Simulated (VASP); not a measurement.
# SnAs2 (Fm-3m) in VASP: further runs, part 2 of 2

VASP 6.6.1.

## 5. Single point, PBE

This run uses another cell than the first one, of 25.59 Å³/atom.

The input, INCAR:

```
PREC = Accurate
ENCUT = 520
EDIFF = 1E-6
ISMEAR = 0
SIGMA = 0.1
LREAL = F
LASPH = T
NELM = 80
ALGO = Normal
ISIF = 2
LWAVE = F
LCHARG = F
GGA = PE
NBANDS = 19
```

The input, KPOINTS:

```
Automatic mesh
0
Gamma
  12 12 12
```

The input, POSCAR:

```
SnAs2
1.0
    0.0000000000      3.3732426108      3.3732426108
    3.3732426108      0.0000000000      3.3732426108
    3.3732426108      3.3732426108      0.0000000000
Sn As
1 2
Direct
    0.0000000000      0.0000000000      0.0000000000
    0.2500000000      0.2500000000      0.2500000000
    0.7500000000      0.7500000000      0.7500000000
```

Potentials or basis: VASP PAW PBE potentials, release 64 (Sn_d, As).

Run with:

```bash
$ cat potpaw_PBE.64/Sn_d/POTCAR potpaw_PBE.64/As/POTCAR > POTCAR
$ mpirun -np 1 vasp_std > vasp.out
```

OUTCAR:

```text
PREC = Accurate
   ENCUT = 520
   EDIFF = 1E-6
   ISMEAR = 0
   LREAL = F
   LASPH = T
   NELM = 80
   ISIF = 2
   GGA = PE

 ion  position               nearest neighbor table
   1  0.000  0.000  0.000-   3 2.92   3 2.92   3 2.92   2 2.92   3 2.92   2 2.92   2 2.92   2 2.92

   2  0.250  0.250  0.250-   1 2.92   1 2.92   1 2.92   1 2.92
   3  0.750  0.750  0.750-   1 2.92   1 2.92   1 2.92   1 2.92

  LATTYP: Found a face centered cubic cell.
 ALAT       =     6.7464852216
[... 721 lines left out ...]

  FORCE on cell =-STRESS in cart. coord.  units (eV):
  Direction    XX          YY          ZZ          XY          YZ          ZX
  --------------------------------------------------------------------------------------
  -------------------------------------------------------------------------------------
  Total        0.0166031      0.0166031      0.0166031      0.0000000     -0.0000000      0.0000000
  in kB        0.3465189      0.3465189      0.3465189      0.0000000     -0.0000000      0.0000000
  external PRESSURE =       0.3465189 kB  Pullay stress =       0.0000000 kB

 VOLUME and BASIS-vectors are now :
 -----------------------------------------------------------------------------
  energy-cutoff  :      520.00
  volume of cell :       76.77
      direct lattice vectors                 reciprocal lattice vectors
     0.000000000  3.373242611  3.373242611    -0.148225330  0.148225330  0.148225330
     3.373242611  0.000000000  3.373242611     0.148225330 -0.148225330  0.148225330
     3.373242611  3.373242611  0.000000000     0.148225330  0.148225330 -0.148225330

 POSITION                                       TOTAL-FORCE (eV/Angst)
 -----------------------------------------------------------------------------------
      0.00000      0.00000      0.00000         0.000000     -0.000000      0.000000
      1.68662      1.68662      1.68662        -0.000000     -0.000000     -0.000000
      5.05986      5.05986      5.05986         0.000000      0.000000      0.000000
 -----------------------------------------------------------------------------------
    total drift:                               -0.000000      0.000000      0.000000

  FREE ENERGIE OF THE ION-ELECTRON SYSTEM (eV)
  ---------------------------------------------------
  free  energy   TOTEN  =       -11.9817205548 eV

  energy  without entropy=      -11.9698952230  energy(sigma->0) =      -11.97580789
```

It took 51 s on 1 thread of Intel Xeon Platinum 8559C (Emerald Rapids), shared host; peak memory 0.26 GiB.

Results:

| Quantity | Value |
| --- | --- |
| Free energy | -11.9817 eV |
| Pressure | 0.0 GPa |
| Band gap on the k mesh | zero (bands 12 and 13 overlap by 3.00 eV) |

Caveat: spin-orbit coupling is left out, which moves the levels of the heavy elements.

## 6. Relaxation of cell and atoms, PBE

The input, INCAR:

```
SYSTEM = SnAs2
PREC = Accurate ; ENCUT = 600
EDIFF = 1E-6 ; ISMEAR = 0
SIGMA = 0.1 ; LREAL = .False.
LASPH = .True. ; NELM = 80
ALGO = Normal ; ISIF = 3
LWAVE = .False. ; LCHARG = .False.
GGA = PE ; IBRION = 2
NSW = 100 ; EDIFFG = -0.01
```

The input, KPOINTS:

```
regular mesh
0
Gamma
  12 12 12
  0 0 0
```

The input, POSCAR:

```
SnAs2
1.0
    0.0000000000      3.3792645243      3.3792645243
    3.3792645243      0.0000000000      3.3792645243
    3.3792645243      3.3792645243      0.0000000000
Sn As
1 2
Direct
    0.0000000000      0.0000000000      0.0000000000
    0.2500000000      0.2500000000      0.2500000000
    0.7500000000      0.7500000000      0.7500000000
```

Potentials or basis: VASP PAW PBE potentials, release 64 (Sn_d, As).

Run with:

```bash
$ cat potpaw_PBE.64/Sn_d/POTCAR potpaw_PBE.64/As/POTCAR > POTCAR
$ mpirun -np 1 vasp_std > vasp.out
```

OUTCAR:

```text
SYSTEM = SnAs2
   PREC = Accurate
   ENCUT = 600
   EDIFF = 1E-6
   ISMEAR = 0
   LREAL = .False.
   LASPH = .True.
   NELM = 80
   ISIF = 3
   GGA = PE
   IBRION = 2
   NSW = 100
   EDIFFG = -0.01

 ion  position               nearest neighbor table
   1  0.000  0.000  0.000-   3 2.93   3 2.93   3 2.93   2 2.93   3 2.93   2 2.93   2 2.93   2 2.93

   2  0.250  0.250  0.250-   1 2.93   1 2.93   1 2.93   1 2.93
   3  0.750  0.750  0.750-   1 2.93   1 2.93   1 2.93   1 2.93

  LATTYP: Found a face centered cubic cell.
 ALAT       =     6.7585290486

  Lattice vectors:

 A1 = (   0.0000000000,   3.3792645243,   3.3792645243)
 A2 = (   3.3792645243,   0.0000000000,   3.3792645243)
 A3 = (   3.3792645243,   3.3792645243,   0.0000000000)

Analysis of symmetry for initial positions (statically):
[... 261 lines left out ...]
 E-fermi :   5.3698     XC(G=0):  -9.6131

 val. band max:        5.3686055328   @ k =  -0.3333   0.4167   0.0833
 cond. band min:       5.4061398200   @ k =  -0.4167   0.3333   0.0000
 fundamental gap:      0.0375342872
 Fermi energy:         5.3698369752

 k-point     1 :       0.0000    0.0000    0.0000
  band No.  band energies     occupation
      1     -16.2912      2.00000
      2     -16.2912      2.00000
      3     -16.2912      2.00000
      4     -16.2639      2.00000
      5     -16.2639      2.00000
      6      -7.7651      2.00000
[... 433 lines left out ...]
      3     -16.2857      2.00000
      4     -16.2638      2.00000
      5     -16.2632      2.00000
      6      -5.9192      2.00000
[... 8 lines left out ...]
     15       9.3410      0.00000
     16       9.7958      0.00000

 [... further k-points ...]

------------------------ aborting loop because EDIFF is reached ----------------------------------------

  FORCE on cell =-STRESS in cart. coord.  units (eV):
  Direction    XX          YY          ZZ          XY          YZ          ZX
  --------------------------------------------------------------------------------------
  -------------------------------------------------------------------------------------
  Total        0.0018045      0.0018045      0.0018045      0.0000000     -0.0000000      0.0000000
  in kB        0.0376307      0.0376307      0.0376307      0.0000000     -0.0000000      0.0000000
  external PRESSURE =       0.0376307 kB  Pullay stress =       0.0000000 kB
[... 18 lines left out ...]
  FREE ENERGIE OF THE ION-ELECTRON SYSTEM (eV)
  ---------------------------------------------------
  free  energy   TOTEN  =       -11.9818326112 eV

  energy  without entropy=      -11.9699868008  energy(sigma->0) =      -11.97590971

 reached required accuracy - stopping structural energy minimisation
```

OSZICAR:

```text
N       E                     dE             d eps       ncg     rms          rms(c)
DAV:   1     0.161188180393E+03    0.16119E+03   -0.12476E+04  2304   0.183E+03
DAV:   2     0.270715719298E+01   -0.15848E+03   -0.15697E+03  2520   0.407E+02
DAV:   3    -0.116621175332E+02   -0.14369E+02   -0.14140E+02  3080   0.105E+02
DAV:   4    -0.120095050682E+02   -0.34739E+00   -0.34681E+00  2648   0.184E+01
[... 19 lines left out ...]
DAV:   2    -0.119818980614E+02    0.21265E-03   -0.40579E-04  2944   0.354E-01    0.415E-02
DAV:   3    -0.119818372221E+02    0.60839E-04   -0.16855E-04  2920   0.211E-01    0.590E-03
DAV:   4    -0.119818343624E+02    0.28597E-05   -0.71916E-06  2544   0.305E-02    0.282E-03
DAV:   5    -0.119818328349E+02    0.15276E-05   -0.42125E-07  1344   0.740E-03    0.607E-04
DAV:   6    -0.119818326112E+02    0.22366E-06   -0.13080E-07  1312   0.484E-03
   3 F= -.11981833E+02 E0= -.11975910E+02  d E =-.281525E-03
```

It took 2.2 min on 1 thread of Intel Xeon Platinum 8559C (Emerald Rapids), shared host; peak memory 0.33 GiB.

Results:

| Property | Result |
| --- | --- |
| Free energy | -11.9818 eV |
| Relaxed volume | 25.61 Å³/atom |
| Relaxed cell | a = 4.772 Å, b = 4.772 Å, c = 4.772 Å, α = 60.00°, β = 60.00°, γ = 60.00° |
| Space group after relaxing (to 0.1 Å) | Fm-3m (No. 225) |
| Energy gained by relaxing | 0.1 meV/atom |
| Ionic steps | 3 |
| Pressure after relaxing | 0.0 GPa |
| Band gap on the k mesh | zero (bands 12 and 13 overlap by 2.99 eV) |

Step by step:
```csv
step,energy change (eV),largest force (eV/Å),pressure (GPa),volume (Å³)
1,0.0000,0.0000,-0.25,77.18
2,-0.0003,0.0000,0.08,76.73
3,-0.0003,0.0000,0.00,76.83
```

Final structure:
```
CELL_PARAMETERS angstrom
0.00000 3.37416 3.37416
3.37416 0.00000 3.37416
3.37416 3.37416 0.00000
ATOMIC_POSITIONS crystal
Sn 0.00000 0.00000 0.00000
As 0.25000 0.25000 0.25000
As 0.75000 0.75000 0.75000
```

Levels at points of the mesh, in eV from the Fermi level:
```tsv
k point	band 10	band 11	band 12	band 13	band 14	band 15
(0.00, 0.00, 0.00)	-2.40	-2.40	-1.21	-1.21	-1.21	2.13
(0.50, 0.00, 0.00)	-3.06	-2.30	-1.57	-1.57	2.15	4.29
(0.50, 0.50, 0.00)	-4.66	-1.24	1.43	1.43	2.16	3.13
```

Caveat: spin-orbit coupling is left out, which moves the levels of the heavy elements.

## 7. Summary

| task | cell | k mesh | cutoff (eV) | gap on the mesh (eV) | pressure (GPa) | relaxed volume (Å³/atom) |
| --- | --- | --- | --- | --- | --- | --- |
| single point | a = 4.779 Å, angles 60.0°, 3 atoms | 4 × 4 × 4 | 520 | none | 0.0 | - |
| single point | a = 5.073 Å, angles 60.0°, 3 atoms | 4 × 4 × 4 | 520 | none | -6.6 | - |
| relaxation of cell and atoms | relaxed from a = 5.073 Å, angles 60.0°, 3 atoms | 4 × 4 × 4 | 600 | none | 0.0 | 25.73 |
| single point | a = 4.770 Å, angles 60.0°, 3 atoms | 12 × 12 × 12 | 520 | none | 0.0 | - |
| relaxation of cell and atoms | relaxed from a = 4.779 Å, angles 60.0°, 3 atoms | 12 × 12 × 12 | 600 | none | 0.0 | 25.61 |

Alike in all rows: level PBE; potentials or basis VASP PAW PBE potentials, release 64 (Sn_d, As); no spin polarisation; smearing gaussian 0.1 eV.

Caveats: some runs use coarse meshes; spin-orbit coupling is left out, which moves the levels of the heavy elements; the volume moved by over 15 % at a fixed basis, so the end points are rough (at least some runs).

Total energies depend on the potentials used, so only differences within one code and one set of settings carry meaning.
